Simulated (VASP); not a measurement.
# NaSnCl3 in VASP: notebook

The runs below take NaSnCl3 through single point, with PBE, r2SCAN.

Everything below comes from runs of VASP 6.6.1. Logs are shortened: lines on timing, memory, paths and dates and some standing lists are left out, and cuts for length are marked.

## 1. The cell of the first run

It takes space group P4/mmm (No. 123, tetragonal). Conventional cell: a = 5.528 Å, b = 5.528 Å, c = 5.417 Å, α = 90.00°, β = 90.00°, γ = 90.00°. Na (site symmetry 4/mmm) has 12 Cl at 3.87 to 3.91 Å and 8 Sn at 4.76 Å within 5.1 Å. Within 3.6 Å of Sn (site symmetry 4/mmm) lie 6 Cl at 2.71 to 2.76 Å. Cl (site symmetry mmm) has 2 Sn at 2.76 Å within 3.6 Å. Within 3.6 Å of Cl (site symmetry 4/mmm) lie 2 Sn at 2.71 Å.

## 2. Single point, PBE (uniaxial x strain -2.0%)

The input, INCAR:

```
PREC = Accurate
ENCUT = 520
EDIFF = 1E-6
ISMEAR = -1
SIGMA = 0.02
LREAL = False
LASPH = True
NELM = 100
ALGO = Normal
ISIF = 2
LWAVE = False
LCHARG = True
GGA = PE
LELF = True
LVHAR = True
NBANDS = 29
```

The input, KPOINTS:

```
regular mesh
0
Gamma
  6 6 6
```

The input, POSCAR:

```
NaSnCl3
1.0
    5.4174491484      0.0000000000      0.0000000000
    0.0000000000      5.5280093351      0.0000000000
    0.0000000000      0.0000000000      5.5280093351
Na Sn Cl
1 1 3
Direct
    0.0000000000      0.0000000000      0.0000000000
    0.5000000000      0.5000000000      0.5000000000
    0.5000000000      0.5000000000      0.0000000000
    0.5000000000      0.0000000000      0.5000000000
    0.0000000000      0.5000000000      0.5000000000
```

Potentials or basis: VASP PAW PBE potentials, release 64 (Na_pv, Sn_d, Cl).

On the command line:

```console
> cat potpaw_PBE.64/Na_pv/POTCAR potpaw_PBE.64/Sn_d/POTCAR potpaw_PBE.64/Cl/POTCAR > POTCAR
> mpirun -np 1 vasp_std > vasp.out
```

OUTCAR:

```text
PREC = Accurate
   ENCUT = 520
   EDIFF = 1E-6
   ISMEAR = -1
   LREAL = False
   LASPH = True
   NELM = 100
   ISIF = 2
   GGA = PE

 ion  position               nearest neighbor table
   1  0.000  0.000  0.000-
   2  0.500  0.500  0.500-   5 2.71   5 2.71   3 2.76   3 2.76   4 2.76   4 2.76
   3  0.500  0.500  0.000-   2 2.76   2 2.76
   4  0.500  0.000  0.500-   2 2.76   2 2.76
   5  0.000  0.500  0.500-   2 2.71   2 2.71

  LATTYP: Found a simple tetragonal cell.
 ALAT       =     5.5280093351
 C/A-ratio  =     0.9800000000

  Lattice vectors:

 A1 = (   0.0000000000,   5.5280093351,   0.0000000000)
 A2 = (   0.0000000000,   0.0000000000,   5.5280093351)
 A3 = (   5.4174491484,   0.0000000000,   0.0000000000)

Analysis of symmetry for initial positions (statically):
=====================================================================
 Subroutine PRICEL returns:
 Original cell was already a primitive cell.

 Routine SETGRP: Setting up the symmetry group for a
 simple tetragonal supercell.

 Subroutine GETGRP returns: Found 16 space group operations
 (whereof 16 operations were pure point group operations)
 out of a pool of 16 trial point group operations.

The static configuration has the point symmetry D_4h.

Analysis of symmetry for dynamics (positions and initial velocities):
=====================================================================
 Subroutine PRICEL returns:
 Original cell was already a primitive cell.

 Routine SETGRP: Setting up the symmetry group for a
 simple tetragonal supercell.

 Subroutine GETGRP returns: Found 16 space group operations
 (whereof 16 operations were pure point group operations)
 out of a pool of 16 trial point group operations.

The dynamic configuration has the point symmetry D_4h.

 Subroutine INISYM returns: Found 16 space group operations
 (whereof 16 operations are pure point group operations),
 and found     1 'primitive' translations

----------------------------------------------------------------------------------------

                                     Primitive cell

  volume of cell :     165.5512
[... 88 lines left out ...]
   ICHARG =      2    charge: 1-file 2-atom 10-const
   ISPIN  =      1    spin polarized calculation?
   LNONCOLLINEAR =      F non collinear calculations
   LSORBIT =      F    spin-orbit coupling
   LASPH  =      T    aspherical Exc in radial PAW
   ENCUT  =  520.0 eV  38.22 Ry    6.18 a.u.  10.07 10.28 10.28*2*pi/ulx,y,z
   NELM   =    100;   NELMIN=  2; NELMDL= -5     # of ELM steps
   EDIFF  = 0.1E-05   stopping-criterion for ELM
   LREAL  =      F    real-space projection
   EDIFFG = 0.1E-04   stopping-criterion for IOM
   NSW    =      0    number of steps for IOM
   IBRION =     -1    ionic relax: 0-MD 1-quasi-New 2-CG
   NFREE  =      0    steps in history (QN), initial steepest desc. (CG)
   ISIF   =      2    stress and relaxation
   ISYM   =      2    0-nonsym 1-usesym 2-fastsym
   POTIM  = 0.5000    time-step for ionic-motion
   TEBEG  =    0.0;   TEEND  =   0.0 temperature during run
   PSTRESS=    0.0 pullay stress
   NELECT =      42.0000    total number of electrons
   NUPDOWN=      -1.0000    fix difference up-down
   EMIN   =  10.00;   EMAX   =-10.00  energy-range for DOS
   EFERMI =   0.00;   METHOD = LEGACY
   ISMEAR =    -1;   SIGMA  =   0.02  broadening in eV -4-tet -1-fermi 0-gaus
   EFERMI_NEDOS =   21; number of points for ismear=-14 and -15
   IALGO  =     38    algorithm
   IMIX   =      4    mixing-type and parameters
     AMIX     =   0.40;   BMIX     =  1.00
     AMIX_MAG =   1.60;   BMIX_MAG =  1.00
  volume/ion in A,a.u.               =      33.11       223.44
  Fermi-wavevector in a.u.,A,eV,Ry     =   1.036368  1.958451 14.613442  1.074058
  Thomas-Fermi vector in A             =   2.170755
   LORBIT       =      0    0 simple, 1 ext, 2 COOP (PROOUT), +10 PAW based schemes
   GGA     = PE    functional components
   LHFCALC =     F    Hartree Fock is set to
   AEXX    =    0.0000 exact exchange contribution
   IVDW    =     0    specifies the selected vdW correction
   LEPSILON=     F    determine dielectric tensor
   LRPA    =     F    only Hartree local field effects (RPA)
 non-spin polarized calculation
  energy-cutoff  :      520.00
  volume of cell :      165.55
 maximum number of plane-waves:      4492
   NGX = 21   NGY = 21   NGZ = 21

 number of electron      41.9999996 magnetization

 Free energy of the ion-electron system (eV)
  ---------------------------------------------------
  ext. energy  EPLUGINS =         0.00000000
  ---------------------------------------------------
  free energy    TOTEN  =       -16.37765806 eV

  energy without entropy =      -16.37765800  energy(sigma->0) =      -16.37765803

 E-fermi :   2.9556     XC(G=0):  -7.2242

 val. band max:        2.7333738288   @ k =   0.5000   0.5000   0.5000
 cond. band min:       3.1778454365   @ k =   0.0000   0.0000   0.0000
 fundamental gap:      0.4444716077
 Fermi energy:         2.9556086313

 k-point     1 :       0.0000    0.0000    0.0000
  band No.  band energies     occupation
      1     -23.9586      2.00000
      2     -23.9586      2.00000
      3     -23.9580      2.00000
      4     -19.6271      2.00000
      5     -19.6205      2.00000
      6     -19.5793      2.00000
[... 757 lines left out ...]
     28       7.5264      0.00000
     29       9.3553      0.00000

 [... further k-points ...]

------------------------ aborting loop because EDIFF is reached ----------------------------------------

  FORCE on cell =-STRESS in cart. coord.  units (eV):
  Direction    XX          YY          ZZ          XY          YZ          ZX
  --------------------------------------------------------------------------------------
  -------------------------------------------------------------------------------------
  Total        1.7131348      0.5946721      0.5946721      0.0000000      0.0000000      0.0000000
  in kB       16.5794359      5.7551387      5.7551387      0.0000000      0.0000000      0.0000000
  external PRESSURE =       9.3632378 kB  Pullay stress =       0.0000000 kB

 VOLUME and BASIS-vectors are now :
 -----------------------------------------------------------------------------
  energy-cutoff  :      520.00
  volume of cell :      165.55
      direct lattice vectors                 reciprocal lattice vectors
     5.417449148  0.000000000  0.000000000     0.184588719  0.000000000  0.000000000
     0.000000000  5.528009335  0.000000000     0.000000000  0.180896945  0.000000000
     0.000000000  0.000000000  5.528009335     0.000000000  0.000000000  0.180896945

 POSITION                                       TOTAL-FORCE (eV/Angst)
 -----------------------------------------------------------------------------------
      0.00000      0.00000      0.00000         0.000000      0.000000      0.000000
      2.70872      2.76400      2.76400         0.000000      0.000000      0.000000
      2.70872      2.76400      0.00000         0.000000      0.000000      0.000000
      2.70872      0.00000      2.76400         0.000000      0.000000      0.000000
      0.00000      2.76400      2.76400         0.000000      0.000000      0.000000
 -----------------------------------------------------------------------------------
    total drift:                               -0.000000      0.000000     -0.000000

  FREE ENERGIE OF THE ION-ELECTRON SYSTEM (eV)
  ---------------------------------------------------
  free  energy   TOTEN  =       -16.3776580643 eV

  energy  without entropy=      -16.3776579972  energy(sigma->0) =      -16.37765803
```

OSZICAR:

```text
N       E                     dE             d eps       ncg     rms          rms(c)
DAV:   1     0.406110360765E+03    0.40611E+03   -0.19489E+04  2391   0.147E+03
DAV:   2     0.414274729276E+02   -0.36468E+03   -0.34975E+03  2647   0.379E+02
DAV:   3    -0.146866944980E+02   -0.56114E+02   -0.55081E+02  2777   0.148E+02
DAV:   4    -0.172624742877E+02   -0.25758E+01   -0.25600E+01  2783   0.363E+01
DAV:   5    -0.173401705656E+02   -0.77696E-01   -0.77668E-01  3118   0.620E+00    0.680E+00
DAV:   6    -0.164868847153E+02    0.85329E+00   -0.13974E+00  3188   0.649E+00    0.407E+00
DAV:   7    -0.163918725569E+02    0.95012E-01   -0.35470E-01  2752   0.268E+00    0.203E+00
DAV:   8    -0.163789048791E+02    0.12968E-01   -0.43810E-02  2579   0.168E+00    0.330E-01
DAV:   9    -0.163776099174E+02    0.12950E-02   -0.55102E-03  3396   0.529E-01    0.178E-01
DAV:  10    -0.163776320522E+02   -0.22135E-04   -0.30005E-03  2540   0.330E-01    0.293E-02
DAV:  11    -0.163776453138E+02   -0.13262E-04   -0.18133E-04  3092   0.108E-01    0.184E-02
DAV:  12    -0.163776560618E+02   -0.10748E-04   -0.21982E-05  2888   0.408E-02    0.106E-02
DAV:  13    -0.163776576109E+02   -0.15490E-05   -0.31681E-06  2814   0.157E-02    0.342E-03
DAV:  14    -0.163776580643E+02   -0.45337E-06   -0.76795E-07  1995   0.672E-03
   1 F= -.16377658E+02 E0= -.16377658E+02  d E =-.670321E-07
```

Run time: 4.2 min. Hardware: 1 thread of Intel Xeon 8259CL, shared host; peak memory 0.35 GiB.

What came out:

```yaml
Free_energy: -16.3777 eV
Pressure: 0.9 GPa
Band_gap_on_the_k_mesh: 0.44 eV (least direct gap 0.61 eV)
```

Levels at points of the mesh, in eV from the valence-band top:
| k point | band 19 | band 20 | band 21 | band 22 | band 23 | band 24 |
| --- | --- | --- | --- | --- | --- | --- |
| (0.00, 0.00, 0.00) | -3.91 | -3.91 | -3.91 | 0.44 | 4.69 | 4.70 |
| (0.50, 0.00, 0.00) | -3.90 | -3.90 | -2.31 | 1.73 | 1.85 | 2.85 |
| (0.00, 0.50, 0.00) | -3.93 | -3.90 | -2.47 | 1.64 | 1.77 | 2.87 |
| (0.50, 0.50, 0.00) | -4.12 | -3.47 | -1.12 | 1.12 | 1.29 | 2.06 |
| (0.00, 0.50, 0.50) | -4.11 | -3.48 | -1.26 | 1.19 | 1.19 | 2.06 |
| (0.50, 0.50, 0.50) | -3.47 | -3.47 | 0.00 | 0.61 | 0.61 | 0.78 |

Caveat: the cell differs from its parent crystal (uniaxial x strain -2.0%); semilocal functionals underestimate gaps, and a narrow one can read as zero; spin-orbit coupling is left out, which moves the levels of the heavy elements.

## 3. Single point, PBE (epitaxial xy strain +1.5%)

The input, INCAR:

```
SYSTEM = NaSnCl3
ALGO = Normal
EDIFF = 1E-7
ENCUT = 520
GGA = PE
ISIF = 2
ISMEAR = -1
LASPH = .True.
LCHARG = .False.
LREAL = .False.
LWAVE = .False.
NBANDS = 29
NELM = 100
PREC = Accurate
SIGMA = 0.02
```

The input, KPOINTS:

```
k-points
0
Gamma
  6 6 6
  0 0 0
```

POSCAR, as its differences from that of step 2:

```diff
@@ -2,5 +2,5 @@
 1.0
-    5.4174491484      0.0000000000      0.0000000000
-    0.0000000000      5.5280093351      0.0000000000
-    0.0000000000      0.0000000000      5.5280093351
+    5.6109294751      0.0000000000      0.0000000000
+    0.0000000000      5.6109294751      0.0000000000
+    0.0000000000      0.0000000000      5.5036291533
 Na Sn Cl
```

Potentials or basis: VASP PAW PBE potentials, release 64 (Na_pv, Sn_d, Cl).

On the command line:

```console
> cat potpaw_PBE.64/Na_pv/POTCAR potpaw_PBE.64/Sn_d/POTCAR potpaw_PBE.64/Cl/POTCAR > POTCAR
> mpirun -np 1 vasp_std > vasp.out
```

Run time: 5.8 min. Hardware: 1 thread of Intel Xeon 8259CL, shared host; peak memory 0.37 GiB.

Results (log left out):

```yaml
Free_energy: -16.3975 eV
Pressure: -0.2 GPa
Band_gap_on_the_k_mesh: 0.81 eV (least direct gap 0.87 eV)
```

Stress tensor (GPa, compression positive):
```
-0.46  0.00  0.00
 0.00 -0.46  0.00
 0.00  0.00  0.39
```

Levels at points of the mesh, in eV from the valence-band top:
```tsv
k point	band 17	band 18	band 19	band 20	band 21	band 22	band 23	band 24	band 25	band 26
(0.00, 0.00, 0.00)	-3.52	-3.48	-3.48	-3.48	-3.48	0.81	4.90	4.90	5.06	5.06
(0.50, 0.00, 0.00)	-3.67	-3.59	-3.50	-3.47	-2.26	1.82	2.04	3.22	4.37	4.66
(0.50, 0.50, 0.00)	-3.84	-3.66	-3.66	-3.09	-1.15	1.40	1.40	2.33	4.19	4.28
(0.00, 0.00, 0.50)	-3.75	-3.58	-3.47	-3.47	-2.12	1.90	2.11	3.19	4.31	4.31
(0.50, 0.00, 0.50)	-3.84	-3.74	-3.67	-3.08	-1.02	1.34	1.48	2.32	3.85	4.29
(0.50, 0.50, 0.50)	-3.83	-3.08	-3.07	-3.07	0.00	0.87	0.87	1.02	1.71	5.23
```

Caveat: the cell differs from its parent crystal (epitaxial xy strain +1.5%); spin-orbit coupling is left out, which moves the levels of the heavy elements. A k mesh can miss the band edges.

(Part 1 of 2 ends here.)
